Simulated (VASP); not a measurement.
# Cl (Cmce) in VASP: further runs

Cl is run at these levels: PBE, PBEsol+D3(BJ); tasks: single point.

Program: VASP 6.6.1. These are calculated values, not measurements. Logs are shortened: lines on timing, memory, paths and dates and some standing lists are left out, and cuts for length are marked.

## 1. The cell of the first run

The structure is orthorhombic, space group Cmce (No. 64). The conventional cell has a = 6.240 Å, b = 4.480 Å, c = 8.260 Å, α = 90.00°, β = 90.00°, γ = 90.00°. Cl (site symmetry m) has 1 Cl at 2.02 Å within 2.7 Å.

## 2. Single point, PBE

File INCAR:

```
PREC = Accurate
ENCUT = 520
EDIFF = 1E-6
ISMEAR = -1
SIGMA = 0.02
LREAL = F
LASPH = T
NELM = 80
ALGO = Normal
ISIF = 2
LWAVE = F
LCHARG = F
GGA = PE
NBANDS = 22
```

File KPOINTS:

```
regular mesh
0
Gamma
  7 7 4
```

File POSCAR:

```
Cl
1.0
    3.1200000000     -2.2400000000      0.0000000000
    3.1200000000      2.2400000000      0.0000000000
    0.0000000000      0.0000000000      8.2600000000
Cl
4
Direct
    0.1300000000      0.8700000000      0.1000000000
    0.6300000000      0.3700000000      0.4000000000
    0.8700000000      0.1300000000      0.9000000000
    0.3700000000      0.6300000000      0.6000000000
```

Potentials or basis: VASP PAW PBE potentials, release 64 (Cl).

The run is started by

```sh
> cat potpaw_PBE.64/Cl/POTCAR > POTCAR
> mpirun -np 1 vasp_std > vasp.out
```

OUTCAR:

```text
PREC = Accurate
   ENCUT = 520
   EDIFF = 1E-6
   ISMEAR = -1
   LREAL = F
   LASPH = T
   NELM = 80
   ISIF = 2
   GGA = PE

 ion  position               nearest neighbor table
   1  0.130  0.870  0.100-   3 2.02
   2  0.630  0.370  0.400-   4 2.02
   3  0.870  0.130  0.900-   1 2.02
   4  0.370  0.630  0.600-   2 2.02

  LATTYP: Found a base centered orthorhombic cell.
 ALAT       =     4.4800000000
 B/A-ratio  =     1.3928571429
 C/A-ratio  =     1.8437500000

  Lattice vectors:

 A1 = (  -3.1200000000,  -2.2400000000,   0.0000000000)
 A2 = (   3.1200000000,  -2.2400000000,   0.0000000000)
 A3 = (   0.0000000000,   0.0000000000,   8.2600000000)

Analysis of symmetry for initial positions (statically):
=====================================================================
 Subroutine PRICEL returns:
 Original cell was already a primitive cell.

 Routine SETGRP: Setting up the symmetry group for a
 base centered orthorhombic supercell.

 Subroutine GETGRP returns: Found  8 space group operations
 (whereof  4 operations were pure point group operations)
 out of a pool of  8 trial point group operations.

The static configuration has the point symmetry C_2h.
 The point group associated with its full space group is D_2h.

Analysis of symmetry for dynamics (positions and initial velocities):
=====================================================================
 Subroutine PRICEL returns:
 Original cell was already a primitive cell.

 Routine SETGRP: Setting up the symmetry group for a
 base centered orthorhombic supercell.

 Subroutine GETGRP returns: Found  8 space group operations
 (whereof  4 operations were pure point group operations)
 out of a pool of  8 trial point group operations.

The dynamic configuration has the point symmetry C_2h.
 The point group associated with its full space group is D_2h.

 Subroutine INISYM returns: Found  8 space group operations
 (whereof  4 operations are pure point group operations),
 and found     1 'primitive' translations

----------------------------------------------------------------------------------------

                                     Primitive cell

  volume of cell :     115.4550

  direct lattice vectors                    reciprocal lattice vectors
     3.120000000 -2.240000000  0.000000000     0.160256410 -0.223214286  0.000000000
     3.120000000  2.240000000  0.000000000     0.160256410  0.223214286  0.000000000
     0.000000000  0.000000000  8.260000000     0.000000000  0.000000000  0.121065375

  length of vectors
     3.840833243  3.840833243  8.260000000     0.274784887  0.274784887  0.121065375

  position of ions in fractional coordinates (direct lattice)
     0.130000000  0.870000000  0.100000000
     0.630000000  0.370000000  0.400000000
     0.870000000  0.130000000  0.900000000
     0.370000000  0.630000000  0.600000000

  ion indices of the primitive-cell ions
   primitive index   ion index
                 1           1
                 2           2
                 3           3
                 4           4

----------------------------------------------------------------------------------------

 KPOINTS: regular mesh

Automatic generation of k-mesh.
 Grid dimensions read from file:
 generate k-points for:    7    7    4

 Generating k-lattice:

  Cartesian coordinates                     Fractional coordinates (reciprocal lattice)
     0.022893773 -0.031887755  0.000000000     0.142857143 -0.000000000  0.000000000
     0.022893773  0.031887755  0.000000000    -0.000000000  0.142857143  0.000000000
     0.000000000  0.000000000  0.030266344     0.000000000  0.000000000  0.250000000

  Length of vectors
     0.039254984  0.039254984  0.030266344

  Shift w.r.t. Gamma in fractional coordinates (k-lattice)
     0.000000000  0.000000000  0.000000000

 Subroutine IBZKPT returns following result:
 ===========================================

 Found     48 irreducible k-points:

 Following reciprocal coordinates:
            Coordinates               Weight
  0.000000  0.000000  0.000000      1.000000
  0.142857  0.000000  0.000000      4.000000
  0.285714 -0.000000  0.000000      4.000000
  0.428571  0.000000  0.000000      4.000000
  0.142857  0.142857  0.000000      2.000000
  0.285714  0.142857  0.000000      4.000000
[... 16 lines left out ...]
  0.428571  0.142857  0.250000      8.000000
 -0.428571  0.142857  0.250000      8.000000
 [... further k-points ...]
   k-points           NKPTS =     48   k-points in BZ     NKDIM =     48   number of bands    NBANDS=     22
   number of dos      NEDOS =    301   number of ions     NIONS =      4
   total plane-waves  NPLWV =  57600
   dimension x,y,z NGX =    30 NGY =   30 NGZ =   64
   dimension x,y,z NGXF=    60 NGYF=   60 NGZF=  128
   ions per type =               4
   NGX,Y,Z   is equivalent  to a cutoff of  12.99, 12.99, 12.88 a.u.
   NGXF,Y,Z  is equivalent  to a cutoff of  25.97, 25.97, 25.76 a.u.
 SYSTEM =  unknown system
   PREC   = accura    normal or accurate (medium, high low for compatibility)
   ISTART =      0    job   : 0-new  1-cont  2-samecut
   ICHARG =      2    charge: 1-file 2-atom 10-const
   ISPIN  =      1    spin polarized calculation?
   LNONCOLLINEAR =      F non collinear calculations
   LSORBIT =      F    spin-orbit coupling
   LASPH  =      T    aspherical Exc in radial PAW
   ENCUT  =  520.0 eV  38.22 Ry    6.18 a.u.   7.14  7.14 15.36*2*pi/ulx,y,z
   NELM   =     80;   NELMIN=  2; NELMDL= -5     # of ELM steps
   EDIFF  = 0.1E-05   stopping-criterion for ELM
   LREAL  =      F    real-space projection
   EDIFFG = 0.1E-04   stopping-criterion for IOM
   NSW    =      0    number of steps for IOM
   IBRION =     -1    ionic relax: 0-MD 1-quasi-New 2-CG
   NFREE  =      0    steps in history (QN), initial steepest desc. (CG)
   ISIF   =      2    stress and relaxation
   ISYM   =      2    0-nonsym 1-usesym 2-fastsym
   POTIM  = 0.5000    time-step for ionic-motion
   TEBEG  =    0.0;   TEEND  =   0.0 temperature during run
   PSTRESS=    0.0 pullay stress
   NELECT =      28.0000    total number of electrons
   NUPDOWN=      -1.0000    fix difference up-down
   EMIN   =  10.00;   EMAX   =-10.00  energy-range for DOS
   EFERMI =   0.00;   METHOD = LEGACY
   ISMEAR =    -1;   SIGMA  =   0.02  broadening in eV -4-tet -1-fermi 0-gaus
   EFERMI_NEDOS =   21; number of points for ismear=-14 and -15
   IALGO  =     38    algorithm
   IMIX   =      4    mixing-type and parameters
     AMIX     =   0.40;   BMIX     =  1.00
     AMIX_MAG =   1.60;   BMIX_MAG =  1.00
  volume/ion in A,a.u.               =      28.86       194.78
  Fermi-wavevector in a.u.,A,eV,Ry     =   1.020916  1.929251 14.180934  1.042269
  Thomas-Fermi vector in A             =   2.154512
   LORBIT       =      0    0 simple, 1 ext, 2 COOP (PROOUT), +10 PAW based schemes
   GGA     = PE    functional components
   LHFCALC =     F    Hartree Fock is set to
   AEXX    =    0.0000 exact exchange contribution
   IVDW    =     0    specifies the selected vdW correction
   LEPSILON=     F    determine dielectric tensor
   LRPA    =     F    only Hartree local field effects (RPA)
 non-spin polarized calculation
  energy-cutoff  :      520.00
  volume of cell :      115.45
 maximum number of plane-waves:      3136
 NGX is ok and might be reduce to    30
   NGX = 15   NGY = 15   NGZ = 31

 number of electron      27.9999998 magnetization

 Free energy of the ion-electron system (eV)
  ---------------------------------------------------
  ext. energy  EPLUGINS =         0.00000000
  ---------------------------------------------------
  free energy    TOTEN  =        -7.30282188 eV

  energy without entropy =       -7.30282188  energy(sigma->0) =       -7.30282188

 E-fermi :  -0.1609     XC(G=0):  -7.7685

 val. band max:       -0.6066793826   @ k =  -0.4286   0.4286   0.0000
 cond. band min:       1.9040969611   @ k =   0.0000   0.0000   0.0000
 fundamental gap:      2.5107763437
 Fermi energy:        -0.1608572159

 k-point     1 :       0.0000    0.0000    0.0000
  band No.  band energies     occupation
      1     -17.1331      2.00000
      2     -16.9311      2.00000
      3     -13.2002      2.00000
      4     -12.6632      2.00000
      5      -5.8577      2.00000
      6      -5.0446      2.00000
[... 14 lines left out ...]
     21       9.6655      0.00000
     22       9.9958      0.00000

 k-point     2 :       0.1429    0.0000    0.0000
  band No.  band energies     occupation
      1     -17.0961      2.00000
      2     -16.9123      2.00000
      3     -13.1761      2.00000
      4     -12.6954      2.00000
      5      -5.8520      2.00000
      6      -5.0890      2.00000
[... 14 lines left out ...]
     21       9.5774      0.00000
     22      10.0640      0.00000

 k-point     3 :       0.2857   -0.0000    0.0000
  band No.  band energies     occupation
      1     -17.0048      2.00000
      2     -16.8749      2.00000
      3     -13.1106      2.00000
      4     -12.7834      2.00000
      5      -5.8184      2.00000
      6      -5.2342      2.00000
[... 14 lines left out ...]
     21       9.7976      0.00000
     22      10.5603      0.00000

 k-point     4 :       0.4286    0.0000    0.0000
  band No.  band energies     occupation
      1     -16.9101      2.00000
      2     -16.8629      2.00000
      3     -13.0158      2.00000
      4     -12.9008      2.00000
      5      -5.7030      2.00000
      6      -5.4767      2.00000
[... 14 lines left out ...]
     21      10.1667      0.00000
     22      10.8062      0.00000

 k-point     5 :       0.1429    0.1429    0.0000
  band No.  band energies     occupation
      1     -17.0888      2.00000
      2     -16.8974      2.00000
      3     -13.1674      2.00000
      4     -12.6674      2.00000
      5      -5.8320      2.00000
      6      -5.0840      2.00000
[... 417 lines left out ...]
 k-point    22 :       0.2857    0.1429    0.2500
  band No.  band energies     occupation
      1     -16.9988      2.00000
      2     -16.8834      2.00000
      3     -13.0599      2.00000
      4     -12.7677      2.00000
      5      -5.7220      2.00000
      6      -5.2719      2.00000
[... 14 lines left out ...]
     21       9.8648      0.00000
     22      10.2444      0.00000

 k-point    23 :       0.4286    0.1429    0.2500
  band No.  band energies     occupation
      1     -16.9191      2.00000
      2     -16.8472      2.00000
      3     -13.0157      2.00000
      4     -12.8431      2.00000
      5      -5.6729      2.00000
      6      -5.3752      2.00000
[... 14 lines left out ...]
     21       9.8816      0.00000
     22      10.0869      0.00000

 k-point    24 :      -0.4286    0.1429    0.2500
  band No.  band energies     occupation
      1     -16.8721      2.00000
      2     -16.8601      2.00000
      3     -12.9634      2.00000
      4     -12.9399      2.00000
      5      -5.5545      2.00000
      6      -5.5314      2.00000
[... 14 lines left out ...]
     21       9.9994      0.00000
     22      10.2873      0.00000

 [... further k-points ...]
[... 5 lines left out ...]
  --------------------------------------------------------------------------------------
  -------------------------------------------------------------------------------------
  Total        0.9426040     -0.0269669     -0.5773370      0.0000000      0.0000000      0.0000000
  in kB       13.0805858     -0.3742214     -8.0117491      0.0000000      0.0000000      0.0000000
  external PRESSURE =       1.5648718 kB  Pullay stress =       0.0000000 kB

 VOLUME and BASIS-vectors are now :
 -----------------------------------------------------------------------------
  energy-cutoff  :      520.00
  volume of cell :      115.45
      direct lattice vectors                 reciprocal lattice vectors
     3.120000000 -2.240000000  0.000000000     0.160256410 -0.223214286  0.000000000
     3.120000000  2.240000000  0.000000000     0.160256410  0.223214286  0.000000000
     0.000000000  0.000000000  8.260000000     0.000000000  0.000000000  0.121065375

 POSITION                                       TOTAL-FORCE (eV/Angst)
 -----------------------------------------------------------------------------------
      3.12000      1.65760      0.82600         0.000000      0.212968     -0.137227
      3.12000     -0.58240      3.30400         0.000000      0.212968      0.137227
      3.12000     -1.65760      7.43400         0.000000     -0.212968      0.137227
      3.12000      0.58240      4.95600         0.000000     -0.212968     -0.137227
 -----------------------------------------------------------------------------------
    total drift:                                0.000000     -0.000000      0.000000

  FREE ENERGIE OF THE ION-ELECTRON SYSTEM (eV)
  ---------------------------------------------------
  free  energy   TOTEN  =        -7.3028218827 eV

  energy  without entropy=       -7.3028218827  energy(sigma->0) =       -7.30282188
```

Wall time 46 s (1 thread of Intel Xeon 6975P-C (Granite Rapids), shared host); peak memory 0.25 GiB.

What came out:

* Free energy: -7.3028 eV
* Pressure: 0.2 GPa
* Largest force: 0.253 eV/Å
* Band gap on the k mesh: 2.51 eV, indirect (least direct gap 2.53 eV)

Forces on the atoms (eV/Å):
```
Cl   0.000  0.213 -0.137
Cl   0.000  0.213  0.137
Cl   0.000 -0.213  0.137
Cl   0.000 -0.213 -0.137
```

Stress tensor (GPa, compression positive):
```
 1.31  0.00  0.00
 0.00 -0.04  0.00
 0.00  0.00 -0.80
```

Levels at points of the mesh, in eV from the valence-band top:
```
           k point  band 11  band 12  band 13  band 14  band 15  band 16  band 17  band 18
(0.00, 0.00, 0.00)    -0.67    -0.39    -0.12    -0.02     2.51     3.11     7.00     7.64
(0.00, 0.00, 0.50)    -0.62    -0.62    -0.07    -0.07     2.73     2.73     7.55     7.55
```

A k mesh can miss the band edges. PBE gaps usually lie below the measured ones, often by a third to a half.

## 3. Single point, PBEsol+D3(BJ)

File INCAR:

```
PREC = Accurate
ENCUT = 520
EDIFF = 1E-7
ISMEAR = -1
SIGMA = 0.02
LREAL = F
LASPH = T
NELM = 100
ALGO = Normal
ISIF = 2
LWAVE = F
LCHARG = F
GGA = PS
IVDW = 12
NBANDS = 22
```

File KPOINTS:

```
Automatic mesh
0
Gamma
  7 7 4
```

POSCAR is that of step 2.

Potentials or basis: VASP PAW PBE potentials, release 64 (Cl).

The run is started by

```sh
> cat potpaw_PBE.64/Cl/POTCAR > POTCAR
> mpirun -np 1 vasp_std > vasp.out
```

OUTCAR:

```text
PREC = Accurate
   ENCUT = 520
   EDIFF = 1E-7
   ISMEAR = -1
   LREAL = F
   LASPH = T
   NELM = 100
   ISIF = 2
   GGA = PS
   IVDW = 12
 IVDW          = 12

 ion  position               nearest neighbor table
   1  0.130  0.870  0.100-   3 2.02
   2  0.630  0.370  0.400-   4 2.02
   3  0.870  0.130  0.900-   1 2.02
   4  0.370  0.630  0.600-   2 2.02

  LATTYP: Found a base centered orthorhombic cell.
 ALAT       =     4.4800000000
 B/A-ratio  =     1.3928571429
 C/A-ratio  =     1.8437500000

  Lattice vectors:

 A1 = (  -3.1200000000,  -2.2400000000,   0.0000000000)
 A2 = (   3.1200000000,  -2.2400000000,   0.0000000000)
 A3 = (   0.0000000000,   0.0000000000,   8.2600000000)

Analysis of symmetry for initial positions (statically):
=====================================================================
 Subroutine PRICEL returns:
 Original cell was already a primitive cell.

[... 171 lines left out ...]
  free energy    TOTEN  =        -7.95951500 eV

  energy without entropy =       -7.95951500  energy(sigma->0) =       -7.95951500

 E-fermi :  -0.1715     XC(G=0):  -7.9547

 val. band max:       -0.6226541276   @ k =  -0.4286   0.4286   0.0000
 cond. band min:       1.8292243014   @ k =   0.0000   0.0000   0.0000
 fundamental gap:      2.4518784289
 Fermi energy:        -0.1714911093

 k-point     1 :       0.0000    0.0000    0.0000
  band No.  band energies     occupation
      1     -17.1618      2.00000
      2     -16.9578      2.00000
      3     -13.1989      2.00000
      4     -12.6505      2.00000
      5      -5.9222      2.00000
      6      -5.0901      2.00000
[... 589 lines left out ...]
     21       9.8195      0.00000
     22      10.1231      0.00000

 [... further k-points ...]

------------------------ aborting loop because EDIFF is reached ----------------------------------------

 Edisp (eV)   -0.48164

 E8    (eV) :    -0.2651

  FORCE on cell =-STRESS in cart. coord.  units (eV):
  Direction    XX          YY          ZZ          XY          YZ          ZX
  --------------------------------------------------------------------------------------
  -------------------------------------------------------------------------------------
  Total      -0.31984    -1.60194    -2.37302     0.00000    -0.00000     0.00000
  in kB      -4.43848   -22.23029   -32.93052     0.00000    -0.00000     0.00000
  external pressure =      -19.87 kB  Pullay stress =        0.00 kB

 VOLUME and BASIS-vectors are now :
 -----------------------------------------------------------------------------
  energy-cutoff  :      520.00
  volume of cell :      115.45
      direct lattice vectors                 reciprocal lattice vectors
     3.120000000 -2.240000000  0.000000000     0.160256410 -0.223214286  0.000000000
     3.120000000  2.240000000  0.000000000     0.160256410  0.223214286  0.000000000
     0.000000000  0.000000000  8.260000000     0.000000000  0.000000000  0.121065375

 POSITION                                       TOTAL-FORCE (eV/Angst)
 -----------------------------------------------------------------------------------
      3.12000      1.65760      0.82600         0.000000      0.302418     -0.249469
      3.12000     -0.58240      3.30400         0.000000      0.302418      0.249469
      3.12000     -1.65760      7.43400         0.000000     -0.302418      0.249469
      3.12000      0.58240      4.95600         0.000000     -0.302418     -0.249469
 -----------------------------------------------------------------------------------
    total drift:                                0.000000     -0.000000      0.000000

  FREE ENERGIE OF THE ION-ELECTRON SYSTEM (eV)
  ---------------------------------------------------
  free  energy   TOTEN  =        -8.4411596691 eV

  energy  without entropy=       -8.4411596690  energy(sigma->0) =       -8.44115967
```

OSZICAR:

```text
N       E                     dE             d eps       ncg     rms          rms(c)
DAV:   1     0.177567214308E+03    0.17757E+03   -0.12069E+04  2112   0.108E+03
DAV:   2     0.440981711264E+01   -0.17316E+03   -0.16753E+03  3010   0.198E+02
DAV:   3    -0.830785861373E+01   -0.12718E+02   -0.12668E+02  2718   0.614E+01
DAV:   4    -0.847470161493E+01   -0.16684E+00   -0.16678E+00  2772   0.847E+00
DAV:   5    -0.847761699415E+01   -0.29154E-02   -0.29153E-02  2760   0.110E+00    0.156E+01
DAV:   6    -0.809412850430E+01    0.38349E+00   -0.25517E-01  2634   0.285E+00    0.103E+01
DAV:   7    -0.797280994655E+01    0.12132E+00   -0.57403E-01  2604   0.414E+00    0.901E-01
DAV:   8    -0.795923687237E+01    0.13573E-01   -0.71100E-02  2406   0.158E+00    0.386E-01
DAV:   9    -0.795940981449E+01   -0.17294E-03   -0.19881E-03  2622   0.262E-01    0.860E-02
DAV:  10    -0.795950891966E+01   -0.99105E-04   -0.16080E-04  2824   0.796E-02    0.403E-02
DAV:  11    -0.795951349861E+01   -0.45790E-05   -0.35791E-05  2640   0.346E-02    0.146E-02
DAV:  12    -0.795951418739E+01   -0.68878E-06   -0.32365E-06  2564   0.115E-02    0.550E-03
DAV:  13    -0.795951498712E+01   -0.79972E-06   -0.79794E-07  2848   0.532E-03    0.113E-03
DAV:  14    -0.795951499994E+01   -0.12825E-07   -0.58750E-08  1836   0.156E-03
   1 F= -.84411597E+01 E0= -.84411597E+01  d E =-.178154E-10
```

Run time: 50 s. Hardware: 1 thread of Intel Xeon 6975P-C (Granite Rapids), shared host; peak memory 0.26 GiB.

What came out:

* Free energy: -8.4412 eV
* Pressure: -2.0 GPa
* Largest force: 0.392 eV/Å
* Band gap on the k mesh: 2.45 eV, indirect (least direct gap 2.47 eV)
* Dispersion energy per atom: -0.120 eV

Forces in eV/Å, atoms in the order of the input:
```
Cl   0.000  0.302 -0.249
Cl   0.000  0.302  0.249
Cl   0.000 -0.302  0.249
Cl   0.000 -0.302 -0.249
```

Stress tensor (GPa, compression positive):
```
-0.44  0.00  0.00
 0.00 -2.22  0.00
 0.00  0.00 -3.29
```

Caveat: the PAW data sets were made with another functional, which shifts forces and pressure a little.
